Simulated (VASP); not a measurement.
# Ta (Im-3m) in VASP: notebook

The runs below take Ta through single point, with r2SCAN.

Everything below comes from runs of VASP 6.6.1. Logs are shortened: lines on timing, memory, paths and dates and some standing lists are left out, and cuts for length are marked.

## (1) The cell of the first run

The structure is cubic, space group Im-3m (No. 229). The conventional cell has a = 3.304 Å, b = 3.304 Å, c = 3.304 Å, α = 90.00°, β = 90.00°, γ = 90.00°. Within 3.8 Å of Ta (site symmetry m-3m) lie 14 Ta at 2.86 to 3.30 Å.

## (2) Single point, r2SCAN

POSCAR reads:

```
Ta
1.0
   -1.6521292048      1.6521292048      1.6521292048
    1.6521292048     -1.6521292048      1.6521292048
    1.6521292048      1.6521292048     -1.6521292048
Ta
1
Direct
    0.0000000000      0.0000000000      0.0000000000
```

INCAR.step1 reads:

```
  PREC = Accurate
  ENCUT = 520
  ISMEAR = 0
  SIGMA = 0.05
  LREAL = False
  LASPH = True
  NELM = 60
  NBANDS = 12
  GGA = PE
  ALGO = Normal
  EDIFF = 1E-4
  LWAVE = True
  LCHARG = False
```

INCAR.step2 reads:

```
  PREC = Accurate
  ENCUT = 520
  EDIFF = 1E-7
  ISMEAR = 0
  SIGMA = 0.05
  LREAL = False
  LASPH = True
  NELM = 60
  ALGO = Normal
  ISIF = 2
  LWAVE = False
  LCHARG = True
  METAGGA = R2SCAN
  LMIXTAU = True
  LELF = True
  LVHAR = True
  NBANDS = 12
  ISTART = 1
```

KPOINTS reads:

```
Automatic mesh
0
Gamma
  18 18 18
```

Potentials or basis: VASP PAW PBE potentials, release 64 (Ta_pv).

Run with:

```
> cat potpaw_PBE.64/Ta_pv/POTCAR > POTCAR
> cp INCAR.step1 INCAR
> mpirun -np 1 vasp_std > vasp.out
> cp INCAR.step2 INCAR
> mpirun -np 1 vasp_std > vasp.out
```

OUTCAR:

```text
PREC = Accurate
   ENCUT = 520
   EDIFF = 1E-7
   ISMEAR = 0
   LREAL = False
   LASPH = True
   NELM = 60
   ISIF = 2
   METAGGA = R2SCAN
   ISTART = 1

 ion  position               nearest neighbor table
   1  0.000  0.000  0.000-

  LATTYP: Found a body centered cubic cell.
 ALAT       =     3.3042584096

  Lattice vectors:

 A1 = (  -1.6521292048,   1.6521292048,   1.6521292048)
 A2 = (   1.6521292048,  -1.6521292048,   1.6521292048)
 A3 = (   1.6521292048,   1.6521292048,  -1.6521292048)

Analysis of symmetry for initial positions (statically):
=====================================================================
 Subroutine PRICEL returns:
 Original cell was already a primitive cell.

 Routine SETGRP: Setting up the symmetry group for a
 body centered cubic supercell.

 Subroutine GETGRP returns: Found 48 space group operations
 (whereof 48 operations were pure point group operations)
 out of a pool of 48 trial point group operations.

The static configuration has the point symmetry O_h .

Analysis of symmetry for dynamics (positions and initial velocities):
=====================================================================
 Subroutine PRICEL returns:
 Original cell was already a primitive cell.

 Routine SETGRP: Setting up the symmetry group for a
 body centered cubic supercell.

 Subroutine GETGRP returns: Found 48 space group operations
 (whereof 48 operations were pure point group operations)
 out of a pool of 48 trial point group operations.

The dynamic configuration has the point symmetry O_h .

 Subroutine INISYM returns: Found 48 space group operations
 (whereof 48 operations are pure point group operations),
 and found     1 'primitive' translations

----------------------------------------------------------------------------------------

                                     Primitive cell

  volume of cell :      18.0382

  direct lattice vectors                    reciprocal lattice vectors
    -1.652129205  1.652129205  1.652129205     0.000000000  0.302639768  0.302639768
     1.652129205 -1.652129205  1.652129205     0.302639768  0.000000000  0.302639768
     1.652129205  1.652129205 -1.652129205     0.302639768  0.302639768  0.000000000

  length of vectors
     2.861571723  2.861571723  2.861571723     0.427997265  0.427997265  0.427997265

  position of ions in fractional coordinates (direct lattice)
     0.000000000  0.000000000  0.000000000

  ion indices of the primitive-cell ions
   primitive index   ion index
                 1           1

----------------------------------------------------------------------------------------

 KPOINTS: Automatic mesh

Automatic generation of k-mesh.
 Grid dimensions read from file:
 generate k-points for:   18   18   18

 Generating k-lattice:

  Cartesian coordinates                     Fractional coordinates (reciprocal lattice)
     0.000000000  0.016813320  0.016813320     0.055555556  0.000000000  0.000000000
     0.016813320  0.000000000  0.016813320     0.000000000  0.055555556  0.000000000
     0.016813320  0.016813320  0.000000000     0.000000000  0.000000000  0.055555556

  Length of vectors
     0.023777626  0.023777626  0.023777626

  Shift w.r.t. Gamma in fractional coordinates (k-lattice)
     0.000000000  0.000000000  0.000000000

 Subroutine IBZKPT returns following result:
 ===========================================

 Found    195 irreducible k-points:

 Following reciprocal coordinates:
            Coordinates               Weight
  0.000000  0.000000  0.000000      1.000000
  0.055556  0.000000  0.000000     12.000000
  0.111111  0.000000  0.000000     12.000000
  0.166667  0.000000  0.000000     12.000000
  0.222222  0.000000  0.000000     12.000000
  0.277778  0.000000  0.000000     12.000000
[... 16 lines left out ...]
  0.333333  0.111111  0.000000     48.000000
  0.388889  0.111111  0.000000     48.000000
 [... further k-points ...]
   k-points           NKPTS =    195   k-points in BZ     NKDIM =    195   number of bands    NBANDS=     12
   number of dos      NEDOS =    301   number of ions     NIONS =      1
   total plane-waves  NPLWV =  13824
   dimension x,y,z NGX =    24 NGY =   24 NGZ =   24
   dimension x,y,z NGXF=    48 NGYF=   48 NGZF=   48
   ions per type =               1
   NGX,Y,Z   is equivalent  to a cutoff of  13.94, 13.94, 13.94 a.u.
   NGXF,Y,Z  is equivalent  to a cutoff of  27.89, 27.89, 27.89 a.u.
 SYSTEM =  unknown system
   PREC   = accura    normal or accurate (medium, high low for compatibility)
   ISTART =      1    job   : 0-new  1-cont  2-samecut
   ICHARG =      0    charge: 1-file 2-atom 10-const
   ISPIN  =      1    spin polarized calculation?
   LNONCOLLINEAR =      F non collinear calculations
   LSORBIT =      F    spin-orbit coupling
   LASPH  =      T    aspherical Exc in radial PAW
   ENCUT  =  520.0 eV  38.22 Ry    6.18 a.u.   5.32  5.32  5.32*2*pi/ulx,y,z
   NELM   =     60;   NELMIN=  2; NELMDL=  0     # of ELM steps
   EDIFF  = 0.1E-06   stopping-criterion for ELM
   LREAL  =      F    real-space projection
   EDIFFG = 0.1E-05   stopping-criterion for IOM
   NSW    =      0    number of steps for IOM
   IBRION =     -1    ionic relax: 0-MD 1-quasi-New 2-CG
   NFREE  =      0    steps in history (QN), initial steepest desc. (CG)
   ISIF   =      2    stress and relaxation
   ISYM   =      2    0-nonsym 1-usesym 2-fastsym
   POTIM  = 0.5000    time-step for ionic-motion
   TEBEG  =    0.0;   TEEND  =   0.0 temperature during run
   PSTRESS=    0.0 pullay stress
   NELECT =      11.0000    total number of electrons
   NUPDOWN=      -1.0000    fix difference up-down
   EMIN   =  10.00;   EMAX   =-10.00  energy-range for DOS
   EFERMI =   0.00;   METHOD = LEGACY
   ISMEAR =     0;   SIGMA  =   0.05  broadening in eV -4-tet -1-fermi 0-gaus
   EFERMI_NEDOS =   21; number of points for ismear=-14 and -15
   IALGO  =     38    algorithm
   IMIX   =      4    mixing-type and parameters
     AMIX     =   0.40;   BMIX     =  1.00
     AMIX_MAG =   1.60;   BMIX_MAG =  1.00
  volume/ion in A,a.u.               =      18.04       121.73
  Fermi-wavevector in a.u.,A,eV,Ry     =   1.388274  2.623457 26.222556  1.927303
  Thomas-Fermi vector in A             =   2.512415
   LORBIT       =      0    0 simple, 1 ext, 2 COOP (PROOUT), +10 PAW based schemes
   METAGGA = R2SCAN    functional components
   LHFCALC =     F    Hartree Fock is set to
   AEXX    =    0.0000 exact exchange contribution
   IVDW    =     0    specifies the selected vdW correction
   LEPSILON=     F    determine dielectric tensor
   LRPA    =     F    only Hartree local field effects (RPA)
 non-spin polarized calculation
 Gauss-broadening in eV      SIGMA  =   0.05
  energy-cutoff  :      520.00
  volume of cell :       18.04
 maximum number of plane-waves:       498
 NGX is ok and might be reduce to    24
   NGX = 11   NGY = 11   NGZ = 11

 number of electron      11.0000002 magnetization

 Free energy of the ion-electron system (eV)
  ---------------------------------------------------
  ext. energy  EPLUGINS =         0.00000000
  ---------------------------------------------------
  free energy    TOTEN  =       -48.58100287 eV

  energy without entropy =      -48.57985841  energy(sigma->0) =      -48.58043064

 E-fermi :   5.3121     XC(G=0): -13.7626

 val. band max:        5.3094520724   @ k =   0.3333   0.1111   0.0000
 cond. band min:       5.3444956995   @ k =   0.1111   0.1111   0.0000
 fundamental gap:      0.0350436271
 Fermi energy:         5.3121219557

 k-point     1 :       0.0000    0.0000    0.0000
  band No.  band energies     occupation
      1     -28.9140      2.00000
      2     -28.9140      2.00000
      3     -28.9140      2.00000
      4      -3.0108      2.00000
      5       6.1549      0.00000
      6       6.1549      0.00000
      7       6.1549      0.00000
      8       9.6394      0.00000
      9       9.6394      0.00000
     10      17.4209      0.00000
     11      21.0830      0.00000
     12      21.0830      0.00000

 k-point     2 :       0.0556    0.0000    0.0000
  band No.  band energies     occupation
      1     -28.9545      2.00000
      2     -28.9263      2.00000
      3     -28.9143      2.00000
      4      -2.8665      2.00000
      5       6.0590      0.00000
      6       6.1260      0.00000
      7       6.2946      0.00000
      8       9.4811      0.00000
      9       9.6382      0.00000
     10      17.4208      0.00000
     11      21.2131      0.00000
     12      21.3370      0.00000

 k-point     3 :       0.1111    0.0000    0.0000
  band No.  band energies     occupation
      1     -29.0698      2.00000
      2     -28.9615      2.00000
      3     -28.9149      2.00000
      4      -2.4482      2.00000
      5       5.7952      0.00000
      6       6.0067      0.00000
      7       6.7097      0.00000
      8       9.1490      0.00000
      9       9.6434      0.00000
     10      17.4207      0.00000
     11      21.5372      0.00000
     12      22.0728      0.00000

 k-point     4 :       0.1667    0.0000    0.0000
  band No.  band energies     occupation
      1     -29.2425      2.00000
      2     -29.0150      2.00000
      3     -28.9160      2.00000
      4      -1.8022      2.00000
      5       5.4210      0.00208
      6       5.7428      0.00000
      7       7.3867      0.00000
      8       8.9166      0.00000
      9       9.6756      0.00000
     10      17.4206      0.00000
     11      21.8077      0.00000
     12      23.2253      0.00000

 k-point     5 :       0.2222    0.0000    0.0000
  band No.  band energies     occupation
      1     -29.4487      2.00000
      2     -29.0800      2.00000
      3     -28.9173      2.00000
      4      -1.0144      2.00000
      5       5.0023      2.00000
      6       5.3899      0.02782
      7       8.3015      0.00000
      8       8.9223      0.00000
      9       9.7568      0.00000
     10      17.4204      0.00000
     11      21.5824      0.00000
     12      23.3299      0.00000
[... 228 lines left out ...]
      1     -29.6891      2.00000
      2     -29.1607      2.00000
      3     -28.9681      2.00000
      4       0.1378      2.00000
      5       4.5541      2.00000
      6       4.8487      2.00000
      7       8.7202      0.00000
      8       9.9650      0.00000
      9      10.2671      0.00000
     10      17.4198      0.00000
     11      20.8080      0.00000
     12      22.3787      0.00000

 k-point    22 :       0.2778    0.1111    0.0000
  band No.  band energies     occupation
      1     -29.8534      2.00000
      2     -29.2372      2.00000
      3     -28.9718      2.00000
      4       0.7630      2.00000
      5       4.2367      2.00000
      6       4.8913      2.00000
      7       8.9995      0.00000
      8      10.3927      0.00000
      9      11.2299      0.00000
     10      17.4185      0.00000
     11      19.5720      0.00000
     12      21.0247      0.00000

 k-point    23 :       0.3333    0.1111    0.0000
  band No.  band energies     occupation
      1     -29.9838      2.00000
      2     -29.3001      2.00000
      3     -28.9743      2.00000
      4       1.0787      2.00000
      5       4.0077      2.00000
      6       5.3095      1.06020
      7       9.2653      0.00000
      8      10.5193      0.00000
      9      12.4781      0.00000
     10      17.4140      0.00000
     11      18.4311      0.00000
     12      19.7249      0.00000

 k-point    24 :       0.3889    0.1111    0.0000
  band No.  band energies     occupation
      1     -30.0674      2.00000
      2     -29.3412      2.00000
      3     -28.9758      2.00000
      4       1.1640      2.00000
      5       3.8667      2.00000
      6       5.8734      0.00000
      7       9.3523      0.00000
      8      10.6979      0.00000
      9      13.4947      0.00000
     10      17.3401      0.00000
     11      17.5275      0.00000
     12      18.9365      0.00000

 [... further k-points ...]

------------------------ aborting loop because EDIFF is reached ----------------------------------------

  FORCE on cell =-STRESS in cart. coord.  units (eV):
  Direction    XX          YY          ZZ          XY          YZ          ZX
  --------------------------------------------------------------------------------------
  -------------------------------------------------------------------------------------
  Total        0.0718554      0.0718554      0.0718554      0.0000000      0.0000000     -0.0000000
  in kB        6.3823117      6.3823117      6.3823117      0.0000000      0.0000000     -0.0000000
  external PRESSURE =       6.3823117 kB  Pullay stress =       0.0000000 kB

 VOLUME and BASIS-vectors are now :
 -----------------------------------------------------------------------------
  energy-cutoff  :      520.00
  volume of cell :       18.04
      direct lattice vectors                 reciprocal lattice vectors
    -1.652129205  1.652129205  1.652129205     0.000000000  0.302639768  0.302639768
     1.652129205 -1.652129205  1.652129205     0.302639768  0.000000000  0.302639768
     1.652129205  1.652129205 -1.652129205     0.302639768  0.302639768  0.000000000

 POSITION                                       TOTAL-FORCE (eV/Angst)
 -----------------------------------------------------------------------------------
      0.00000      0.00000      0.00000         0.000000     -0.000000      0.000000
 -----------------------------------------------------------------------------------
    total drift:                               -0.000000      0.000000      0.000000

  FREE ENERGIE OF THE ION-ELECTRON SYSTEM (eV)
  ---------------------------------------------------
  free  energy   TOTEN  =       -48.5810028708 eV

  energy  without entropy=      -48.5798584074  energy(sigma->0) =      -48.58043064
```

Wall time 2.3 min (1 thread of Intel Xeon 8259CL, shared host); peak memory 0.18 GiB.

Results:

```
Free energy : -48.5810 eV
Pressure    : 0.6 GPa
```

Levels at points of the mesh, in eV from the Fermi level:
```tsv
k point	band 2	band 3	band 4	band 5	band 6	band 7	band 8	band 9	band 10	band 11
(0.00, 0.00, 0.00)	-34.23	-34.23	-8.32	0.84	0.84	0.84	4.33	4.33	12.11	15.77
(0.50, 0.00, 0.00)	-34.62	-34.23	-4.55	-1.56	1.46	4.20	5.26	8.08	12.08	12.39
(0.50, 0.50, 0.50)	-35.08	-35.08	-3.93	-3.93	7.10	7.10	7.10	9.00	9.00	9.00
```

Caveat: the PAW data sets were made with another functional, which shifts forces and pressure a little; spin-orbit coupling is left out, which moves the levels of the heavy elements.

(Continued in part 2 of 2.)
